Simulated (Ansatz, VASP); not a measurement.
**W: VASP beside Ansatz**

The input INCAR:

```
PREC     = Accurate       # precision mode
ENCUT    = 520            # plane-wave cutoff, eV
EDIFF    = 1E-6           # SCF threshold, eV
ISMEAR   = 0              # smearing method
SIGMA    = 0.15           # smearing width, eV
LREAL    = F              # projectors in reciprocal space
LASPH    = T              # aspherical terms in the spheres
NELM     = 60             # most SCF steps
ALGO     = Fast           # electronic algorithm
ISIF     = 2              # what is computed and relaxed
LWAVE    = F              # write WAVECAR
LCHARG   = F              # write CHGCAR
GGA      = PS             # functional
NBANDS   = 21             # bands
```

The input KPOINTS:

```
regular mesh
0
Gamma
  16 16 12
```

The input POSCAR:

```
W
1.0
    0.0000000000     -1.9991269216     -1.9991269216
    0.0000000000      1.9991269216     -1.9991269216
    3.9982538432      0.0000000000      0.0000000000
W
2
Direct
    0.5303132329      0.4696867671      0.4965985151
   -0.0303132329      0.0303132329      0.0034014849
```

Input for Ansatz:

```yaml
crystal:
  lattice:
    - [0.0, -1.9991269216, -1.9991269216]
    - [0.0, 1.9991269216, -1.9991269216]
    - [3.9982538432, 0.0, 0.0]
  atoms:
    - { symbol: W, position: [0.5303132329, 0.4696867671, 0.4965985151] }
    - { symbol: W, position: [-0.0303132329, 0.0303132329, 0.0034014849] }
basis:
  ecutwfc: 420
kpoints:
  mp_grid: { grid: [16, 16, 12] }
hamiltonian:
  xc: pbesol
  pseudopotentials: { kind: paw, azcp: { folder: soft_1 } }
scf:
  occupations: { method: gaussian, width: 0.15 }
output:
  forces: true
  stress: true
  eigenvalues: true
```

Change from the starting cell: mode 4 frozen in at -0.121 Å and mode 6 at -0.014 Å (largest displacements).

Alike in both runs: task single point; functional PBEsol; k mesh 16 × 16 × 12; occupations gaussian, width 0.15 eV; no spin polarisation.

|  | VASP | Ansatz |
| --- | --- | --- |
| version | VASP 6.6.1 | Ansatz 0.2.0 |
| potentials or method | VASP PAW PBE potentials, release 64 (W_sv), cutoff 520 eV | scalar-relativistic, plane waves, PAW |
| valence electrons in the cell | 28 | 28 |

VASP gave:

* gap on the k mesh at the Fermi level (eV): none
* pressure (GPa): 4.1
* traceless stress, the component that is largest in VASP (GPa): -4.81
* rms of the force components (eV/Å): 0.557

Q: Estimate Ansatz's values.

A: gap on the k mesh at the Fermi level (eV): none; pressure (GPa): 3.5; traceless stress, the component that is largest in VASP (GPa): -4.78; rms of the force components (eV/Å): 0.550.

VASP's potentials were made for PBE, not for PBEsol, and Ansatz warns of the same on its side. Atom by atom the forces differ by 0.007 eV/Å (rms over components). A gap of «none» marks a metal or a gap that the smearing closes.

Spin-orbit coupling is off throughout.
